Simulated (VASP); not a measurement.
# LiGeN (P4/mmm) in VASP: notebook

LiGeN is run at these levels: PBE; tasks: single point, relaxation of cell and atoms.

Everything below comes from runs of VASP 6.6.1. Logs are shortened: lines on timing, memory, paths and dates and some standing lists are left out, and cuts for length are marked.

## Step 1: The cell of the first run

Symmetry: P4/mmm, No. 123, tetragonal system. Conventional cell: a = 3.198 Å, b = 3.198 Å, c = 3.787 Å, α = 90.00°, β = 90.00°, γ = 90.00°. Li (site symmetry 4/mmm) has 4 N at 2.26 Å and 8 Ge at 2.95 Å within 3.0 Å. Within 2.5 Å of Ge (site symmetry 4/mmm) lie 2 N at 1.89 Å. Within 2.5 Å of N (site symmetry 4/mmm) lie 2 Ge at 1.89 Å and 4 Li at 2.26 Å.

The cell was built from a structure type or drawn by symmetry, and may not be a known phase.

## Step 2: Single point, PBE

The input, INCAR:

```
SYSTEM = LiGeN
ALGO     = Normal         ! electronic algorithm
EDIFF    = 1E-7           ! SCF threshold, eV
ENCUT    = 520            ! plane-wave cutoff, eV
GGA      = PE             ! functional
ISIF     = 2              ! what is computed and relaxed
ISMEAR   = 0              ! smearing method
LASPH    = .True.         ! aspherical terms in the spheres
LCHARG   = .False.        ! write CHGCAR
LREAL    = .False.        ! projectors in reciprocal space
LWAVE    = .False.        ! write WAVECAR
NBANDS   = 18             ! bands
NELM     = 60             ! most SCF steps
PREC     = Accurate       ! precision mode
SIGMA    = 0.1            ! smearing width, eV
```

The input, KPOINTS:

```
k-points
0
Gamma
  4 4 6
  0 0 0
```

The input, POSCAR:

```
LiGeN
1.0
    3.1977592973      0.0000000000      0.0000000000
    0.0000000000      3.1977592973      0.0000000000
    0.0000000000      0.0000000000      3.7871495461
Li Ge N
1 1 1
Direct
    0.5000000000      0.5000000000      0.0853688504
    0.0000000000      0.0000000000      0.5853468244
    0.0000000000      0.0000000000      0.0853514252
```

Potentials or basis: VASP PAW PBE potentials, release 64 (Li_sv, Ge_d, N).

Run with:

```sh
> cat potpaw_PBE.64/Li_sv/POTCAR potpaw_PBE.64/Ge_d/POTCAR potpaw_PBE.64/N/POTCAR > POTCAR
> mpirun -np 1 vasp_std > vasp.out
```

OUTCAR:

```text
SYSTEM = LiGeN
   EDIFF = 1E-7
   ENCUT = 520
   GGA = PE
   ISIF = 2
   ISMEAR = 0
   LASPH = .True.
   LREAL = .False.
   NELM = 60
   PREC = Accurate

 ion  position               nearest neighbor table
   1  0.500  0.500  0.085-
   2  0.000  0.000  0.585-   3 1.89   3 1.89
   3  0.000  0.000  0.085-   2 1.89   2 1.89

  LATTYP: Found a simple tetragonal cell.
 ALAT       =     3.1977592973
 C/A-ratio  =     1.1843135127

  Lattice vectors:

 A1 = (   3.1977592973,   0.0000000000,   0.0000000000)
 A2 = (   0.0000000000,   3.1977592973,   0.0000000000)
 A3 = (   0.0000000000,   0.0000000000,   3.7871495461)

Analysis of symmetry for initial positions (statically):
=====================================================================
 Subroutine PRICEL returns:
 Original cell was already a primitive cell.

 Routine SETGRP: Setting up the symmetry group for a
 simple tetragonal supercell.

 Subroutine GETGRP returns: Found  8 space group operations
 (whereof  8 operations were pure point group operations)
 out of a pool of 16 trial point group operations.

The static configuration has the point symmetry C_4v.

Analysis of symmetry for dynamics (positions and initial velocities):
=====================================================================
 Subroutine PRICEL returns:
 Original cell was already a primitive cell.

 Routine SETGRP: Setting up the symmetry group for a
 simple tetragonal supercell.

 Subroutine GETGRP returns: Found  8 space group operations
 (whereof  8 operations were pure point group operations)
 out of a pool of 16 trial point group operations.

The dynamic configuration has the point symmetry C_4v.

 Subroutine INISYM returns: Found  8 space group operations
 (whereof  8 operations are pure point group operations),
 and found     1 'primitive' translations

----------------------------------------------------------------------------------------

                                     Primitive cell

  volume of cell :      38.7261

  direct lattice vectors                    reciprocal lattice vectors
     3.197759297  0.000000000  0.000000000     0.312718972  0.000000000  0.000000000
     0.000000000  3.197759297  0.000000000     0.000000000  0.312718972  0.000000000
     0.000000000  0.000000000  3.787149546     0.000000000  0.000000000  0.264050835

  length of vectors
[... 80 lines left out ...]
   LASPH  =      T    aspherical Exc in radial PAW
   ENCUT  =  520.0 eV  38.22 Ry    6.18 a.u.   5.95  5.95  7.04*2*pi/ulx,y,z
   NELM   =     60;   NELMIN=  2; NELMDL= -5     # of ELM steps
   EDIFF  = 0.1E-06   stopping-criterion for ELM
   LREAL  =      F    real-space projection
   EDIFFG = 0.1E-05   stopping-criterion for IOM
   NSW    =      0    number of steps for IOM
   IBRION =     -1    ionic relax: 0-MD 1-quasi-New 2-CG
   NFREE  =      0    steps in history (QN), initial steepest desc. (CG)
   ISIF   =      2    stress and relaxation
   ISYM   =      2    0-nonsym 1-usesym 2-fastsym
   POTIM  = 0.5000    time-step for ionic-motion
   TEBEG  =    0.0;   TEEND  =   0.0 temperature during run
   PSTRESS=    0.0 pullay stress
   NELECT =      22.0000    total number of electrons
   NUPDOWN=      -1.0000    fix difference up-down
   EMIN   =  10.00;   EMAX   =-10.00  energy-range for DOS
   EFERMI =   0.00;   METHOD = LEGACY
   ISMEAR =     0;   SIGMA  =   0.10  broadening in eV -4-tet -1-fermi 0-gaus
   EFERMI_NEDOS =   21; number of points for ismear=-14 and -15
   IALGO  =     38    algorithm
   IMIX   =      4    mixing-type and parameters
     AMIX     =   0.40;   BMIX     =  1.00
     AMIX_MAG =   1.60;   BMIX_MAG =  1.00
  volume/ion in A,a.u.               =      12.91        87.11
  Fermi-wavevector in a.u.,A,eV,Ry     =   1.355859  2.562201 25.012304  1.838352
  Thomas-Fermi vector in A             =   2.482911
   LORBIT       =      0    0 simple, 1 ext, 2 COOP (PROOUT), +10 PAW based schemes
   GGA     = PE    functional components
   LHFCALC =     F    Hartree Fock is set to
   AEXX    =    0.0000 exact exchange contribution
   IVDW    =     0    specifies the selected vdW correction
   LEPSILON=     F    determine dielectric tensor
   LRPA    =     F    only Hartree local field effects (RPA)
 non-spin polarized calculation
 Gauss-broadening in eV      SIGMA  =   0.10
  energy-cutoff  :      520.00
  volume of cell :       38.73
 maximum number of plane-waves:      1072
 NGX is ok and might be reduce to    24
   NGX = 11   NGY = 11   NGZ = 15

 number of electron      21.9999977 magnetization

 Free energy of the ion-electron system (eV)
  ---------------------------------------------------
  ext. energy  EPLUGINS =         0.00000000
  ---------------------------------------------------
  free energy    TOTEN  =       -14.49872285 eV

  energy without entropy =      -14.49739818  energy(sigma->0) =      -14.49806051

 E-fermi :   4.3545     XC(G=0): -10.3050

 val. band max:        4.2404642581   @ k =   0.5000   0.5000   0.3333
 cond. band min:       4.4392497880   @ k =   0.5000   0.5000   0.1667
 fundamental gap:      0.1987855299
 Fermi energy:         4.3545130676

 k-point     1 :       0.0000    0.0000    0.0000
  band No.  band energies     occupation
      1     -40.7502      2.00000
      2     -20.1649      2.00000
      3     -20.1534      2.00000
      4     -20.1034      2.00000
      5     -20.0018      2.00000
      6     -20.0018      2.00000
[... 481 lines left out ...]
      5     -20.0252      2.00000
      6     -20.0252      2.00000
[... 10 lines left out ...]
     17      15.6772      0.00000
     18      15.6772      0.00000

------------------------ aborting loop because EDIFF is reached ----------------------------------------

  FORCE on cell =-STRESS in cart. coord.  units (eV):
  Direction    XX          YY          ZZ          XY          YZ          ZX
  --------------------------------------------------------------------------------------
  -------------------------------------------------------------------------------------
  Total       -0.0231009     -0.0231009     -0.0773088      0.0000000      0.0000000      0.0000000
  in kB       -0.9557315     -0.9557315     -3.1984205      0.0000000      0.0000000      0.0000000
  external PRESSURE =      -1.7032945 kB  Pullay stress =       0.0000000 kB

 VOLUME and BASIS-vectors are now :
 -----------------------------------------------------------------------------
  energy-cutoff  :      520.00
  volume of cell :       38.73
      direct lattice vectors                 reciprocal lattice vectors
     3.197759297  0.000000000  0.000000000     0.312718972  0.000000000  0.000000000
     0.000000000  3.197759297  0.000000000     0.000000000  0.312718972  0.000000000
     0.000000000  0.000000000  3.787149546     0.000000000  0.000000000  0.264050835

 POSITION                                       TOTAL-FORCE (eV/Angst)
 -----------------------------------------------------------------------------------
      1.59888      1.59888      0.32330        -0.000000      0.000000      0.000435
      0.00000      0.00000      2.21680         0.000000      0.000000     -0.000975
      0.00000      0.00000      0.32324         0.000000      0.000000      0.000539
 -----------------------------------------------------------------------------------
    total drift:                                0.000000     -0.000000     -0.002265

  FREE ENERGIE OF THE ION-ELECTRON SYSTEM (eV)
  ---------------------------------------------------
  free  energy   TOTEN  =       -14.4987228476 eV

  energy  without entropy=      -14.4973981772  energy(sigma->0) =      -14.49806051
```

It took 10 s on 1 thread of Intel Xeon 6975P-C (Granite Rapids), shared host; peak memory 0.15 GiB.

Results:

```yaml
Free_energy: -14.4987 eV
Band_gap_on_the_k_mesh: zero (bands 11 and 12 overlap by 2.32 eV)
```

Caveat: the k points lie up to 0.49 Å⁻¹ apart, too coarse for converged energies and pressures of a metal; the cutoff is under 1.25 times the usual one of these potentials, so pressure, stress and relaxed cells hold a basis-set (Pulay) error.

## Step 3: Single point, PBE

This run uses another cell than the first one, of 12.52 Å³/atom.

The input, INCAR:

```
PREC = Accurate ; ENCUT = 520
EDIFF = 1E-6 ; ISMEAR = 0
SIGMA = 0.1 ; LREAL = False
LASPH = True ; NELM = 60
ALGO = Normal ; ISIF = 2
LWAVE = False ; LCHARG = False
GGA = PE ; NBANDS = 18
```

The input, KPOINTS:

```
Automatic mesh
0
Gamma
  6 6 4
```

The input, POSCAR:

```
LiGeN
1.0
    3.1517775073      0.0000000000      0.0000000000
    0.0000000000      3.1517775073      0.0000000000
    0.0000000000      0.0000000000      3.7811240955
Li Ge N
1 1 1
Direct
    0.5000000000      0.5000000000      0.0000000000
    0.0000000000      0.0000000000      0.5000000000
    0.0000000000      0.0000000000      0.0000000000
```

Potentials or basis: VASP PAW PBE potentials, release 64 (Li_sv, Ge_d, N).

Run with:

```sh
> cat potpaw_PBE.64/Li_sv/POTCAR potpaw_PBE.64/Ge_d/POTCAR potpaw_PBE.64/N/POTCAR > POTCAR
> mpirun -np 1 vasp_std > vasp.out
```

OUTCAR:

```text
PREC = Accurate
   ENCUT = 520
   EDIFF = 1E-6
   ISMEAR = 0
   LREAL = False
   LASPH = True
   NELM = 60
   ISIF = 2
   GGA = PE

 ion  position               nearest neighbor table
   1  0.500  0.500  0.000-
   2  0.000  0.000  0.500-   3 1.89   3 1.89
   3  0.000  0.000  0.000-   2 1.89   2 1.89

  LATTYP: Found a simple tetragonal cell.
 ALAT       =     3.1517775073
 C/A-ratio  =     1.1996798907

  Lattice vectors:

 A1 = (   3.1517775073,   0.0000000000,   0.0000000000)
 A2 = (   0.0000000000,   3.1517775073,   0.0000000000)
 A3 = (   0.0000000000,   0.0000000000,   3.7811240955)

Analysis of symmetry for initial positions (statically):
=====================================================================
 Subroutine PRICEL returns:
 Original cell was already a primitive cell.

 Routine SETGRP: Setting up the symmetry group for a
 simple tetragonal supercell.

 Subroutine GETGRP returns: Found 16 space group operations
 (whereof 16 operations were pure point group operations)
 out of a pool of 16 trial point group operations.

The static configuration has the point symmetry D_4h.
[... 163 lines left out ...]

 E-fermi :   4.5819     XC(G=0): -10.4594

 val. band max:        4.5462689529   @ k =   0.1667   0.1667   0.5000
 cond. band min:       4.5896785190   @ k =   0.5000   0.3333   0.2500
 fundamental gap:      0.0434095661
 Fermi energy:         4.5818905764

 k-point     1 :       0.0000    0.0000    0.0000
  band No.  band energies     occupation
      1     -40.3945      2.00000
      2     -20.0342      2.00000
      3     -20.0119      2.00000
      4     -19.9545      2.00000
      5     -19.8628      2.00000
      6     -19.8628      2.00000
[... 481 lines left out ...]
      5     -19.8904      2.00000
      6     -19.8686      2.00000
[... 10 lines left out ...]
     17      16.1621      0.00000
     18      16.1841      0.00000

 [... further k-points ...]

------------------------ aborting loop because EDIFF is reached ----------------------------------------

  FORCE on cell =-STRESS in cart. coord.  units (eV):
  Direction    XX          YY          ZZ          XY          YZ          ZX
  --------------------------------------------------------------------------------------
  -------------------------------------------------------------------------------------
  Total       -0.0167361     -0.0167361     -0.0848704      0.0000000      0.0000000      0.0000000
  in kB       -0.7138907     -0.7138907     -3.6202198      0.0000000      0.0000000      0.0000000
  external PRESSURE =      -1.6826671 kB  Pullay stress =       0.0000000 kB

 VOLUME and BASIS-vectors are now :
 -----------------------------------------------------------------------------
  energy-cutoff  :      520.00
  volume of cell :       37.56
      direct lattice vectors                 reciprocal lattice vectors
     3.151777507  0.000000000  0.000000000     0.317281279  0.000000000  0.000000000
     0.000000000  3.151777507  0.000000000     0.000000000  0.317281279  0.000000000
     0.000000000  0.000000000  3.781124096     0.000000000  0.000000000  0.264471616

 POSITION                                       TOTAL-FORCE (eV/Angst)
 -----------------------------------------------------------------------------------
      1.57589      1.57589      0.00000         0.000000      0.000000      0.000000
      0.00000      0.00000      1.89056         0.000000      0.000000      0.000000
      0.00000      0.00000      0.00000         0.000000      0.000000      0.000000
 -----------------------------------------------------------------------------------
    total drift:                                0.000000     -0.000000      0.000000

  FREE ENERGIE OF THE ION-ELECTRON SYSTEM (eV)
  ---------------------------------------------------
  free  energy   TOTEN  =       -14.4044174726 eV

  energy  without entropy=      -14.3990347976  energy(sigma->0) =      -14.40172614
```

OSZICAR:

```text
N       E                     dE             d eps       ncg     rms          rms(c)
DAV:   1     0.136729911099E+03    0.13673E+03   -0.11308E+04  1174   0.271E+03
DAV:   2     0.155101844986E+01   -0.13518E+03   -0.13030E+03  1180   0.518E+02
DAV:   3    -0.157151947794E+02   -0.17266E+02   -0.17054E+02  1396   0.112E+02
DAV:   4    -0.171364144219E+02   -0.14212E+01   -0.14155E+01  1818   0.249E+01
DAV:   5    -0.171601686781E+02   -0.23754E-01   -0.23743E-01  1318   0.268E+00    0.892E+00
DAV:   6    -0.146008222409E+02    0.25593E+01   -0.19529E+01  1384   0.325E+01    0.414E+00
DAV:   7    -0.144370606726E+02    0.16376E+00   -0.12620E+00  1180   0.679E+00    0.191E+00
DAV:   8    -0.144085875258E+02    0.28473E-01   -0.24789E-01  1176   0.337E+00    0.624E-01
DAV:   9    -0.144042835008E+02    0.43040E-02   -0.24771E-02  1464   0.108E+00    0.249E-01
DAV:  10    -0.144046274327E+02   -0.34393E-03   -0.27297E-03  1314   0.340E-01    0.151E-01
DAV:  11    -0.144044205768E+02    0.20686E-03   -0.47684E-04  1286   0.145E-01    0.301E-02
DAV:  12    -0.144044184286E+02    0.21482E-05   -0.19329E-05  1380   0.324E-02    0.138E-02
DAV:  13    -0.144044174726E+02    0.95602E-06   -0.45582E-06  1238   0.156E-02
   1 F= -.14404417E+02 E0= -.14401726E+02  d E =-.538267E-02
```

It took 8.9 s on 1 thread of Intel Xeon 6975P-C (Granite Rapids), shared host; peak memory 0.15 GiB.

Results:

```
Free energy            : -14.4044 eV
Band gap on the k mesh : zero (bands 11 and 12 overlap by 2.39 eV)
```

Levels at points of the mesh, in eV from the Fermi level:
| k point | band 8 | band 9 | band 10 | band 11 | band 12 | band 13 | band 14 | band 15 |
| --- | --- | --- | --- | --- | --- | --- | --- | --- |
| (0.00, 0.00, 0.00) | -6.00 | -5.56 | -1.71 | -1.71 | 6.64 | 6.64 | 6.87 | 7.42 |
| (0.50, 0.00, 0.00) | -5.52 | -5.42 | -3.59 | -1.10 | 1.20 | 6.02 | 7.56 | 8.01 |
| (0.50, 0.50, 0.00) | -4.99 | -4.84 | -4.84 | -1.49 | 2.41 | 2.41 | 3.22 | 9.61 |
| (0.00, 0.00, 0.50) | -10.93 | -0.94 | -0.94 | 1.18 | 4.39 | 4.39 | 5.13 | 9.20 |
| (0.50, 0.00, 0.50) | -9.40 | -3.36 | -3.21 | -0.46 | 2.86 | 5.88 | 6.92 | 10.13 |
| (0.50, 0.50, 0.50) | -8.12 | -3.22 | -3.22 | -1.21 | -1.21 | 3.11 | 4.85 | 8.75 |

Caveat: the k points lie up to 0.42 Å⁻¹ apart, too coarse for converged energies and pressures of a metal; the cutoff is under 1.25 times the usual one of these potentials, so pressure, stress and relaxed cells hold a basis-set (Pulay) error.

## Step 4: Relaxation of cell and atoms, PBE

The input, INCAR:

```
PREC = Accurate
ENCUT = 600
EDIFF = 1E-7
ISMEAR = 0
SIGMA = 0.1
LREAL = False
LASPH = True
NELM = 80
ALGO = Normal
ISIF = 3
LWAVE = False
LCHARG = False
GGA = PE
IBRION = 2
NSW = 90
EDIFFG = -0.04
```

The input, KPOINTS:

```
regular mesh
0
Gamma
  6 6 4
```

The input, POSCAR:

```
LiGeN
1.0
    3.1977592973      0.0000000000      0.0000000000
    0.0000000000      3.1977592973      0.0000000000
    0.0000000000      0.0000000000      3.7871495461
Li Ge N
1 1 1
Direct
    0.5000000000      0.5000000000      0.0000000000
    0.0000000000      0.0000000000      0.5000000000
    0.0000000000      0.0000000000      0.0000000000
```

Run with:

```sh
> cat potpaw_PBE.64/Li_sv/POTCAR potpaw_PBE.64/Ge_d/POTCAR potpaw_PBE.64/N/POTCAR > POTCAR
> mpirun -np 1 vasp_std > vasp.out
```

It took 33 s on 1 thread of Intel Xeon 6975P-C (Granite Rapids), shared host; peak memory 0.17 GiB.

The run converged. Its results:

```yaml
Free_energy: -14.4075 eV
Relaxed_volume: 12.45 Å³/atom
Relaxed_cell: a = 3.146 Å, b = 3.146 Å, c = 3.775 Å, α = 90.00°, β = 90.00°, γ = 90.00°
Space_group_after_relaxing_to_0.1_Å: P4/mmm (No. 123)
Energy_gained_by_relaxing: 2.6 meV/atom
Ionic_steps: 4
Pressure_after_relaxing: 0.0 GPa
Band_gap_on_the_k_mesh: zero (bands 11 and 12 overlap by 2.40 eV)
```

Stress tensor (GPa, compression positive):
```
-0.02  0.00  0.00
 0.00 -0.02  0.00
 0.00  0.00  0.12
```

The path:
```
step  energy change (eV)  largest force (eV/Å)  pressure (GPa)  volume (Å³)
   1              0.0000                0.0000           -1.67        38.73
   2             -0.0051                0.0000           -0.40        37.98
   3             -0.0056                0.0000            0.09        37.68
   4             -0.0079                0.0000            0.03        37.35
```

Final structure:
```xyz
3
Lattice="3.1456 0.0000 0.0000 0.0000 3.1456 0.0000 0.0000 0.0000 3.7746" Properties=species:S:1:pos:R:3 pbc="T T T"
Li    1.5728    1.5728    3.7746
Ge    0.0000    0.0000    1.8873
N     3.1456    0.0000    0.0000
```

Levels at points of the mesh, in eV from the Fermi level:
```
           k point  band 9  band 10  band 11  band 12  band 13  band 14
(0.00, 0.00, 0.00)   -5.55    -1.72    -1.72     6.68     6.68     6.92
(0.50, 0.00, 0.00)   -5.44    -3.56    -1.10     1.20     6.03     7.59
(0.50, 0.50, 0.00)   -4.87    -4.87    -1.44     2.42     2.42     3.22
(0.00, 0.00, 0.50)   -0.94    -0.94     1.18     4.42     4.42     5.16
(0.50, 0.00, 0.50)   -3.38    -3.22    -0.46     2.88     5.92     6.95
(0.50, 0.50, 0.50)   -3.24    -3.24    -1.21    -1.21     3.11     4.90
```

Caveat: the k points lie up to 0.42 Å⁻¹ apart in the final cell, too coarse for converged energies and pressures of a metal; the cutoff is under 1.25 times the usual one of these potentials, so pressure, stress and relaxed cells hold a basis-set (Pulay) error.

[end of part 1 of 2]
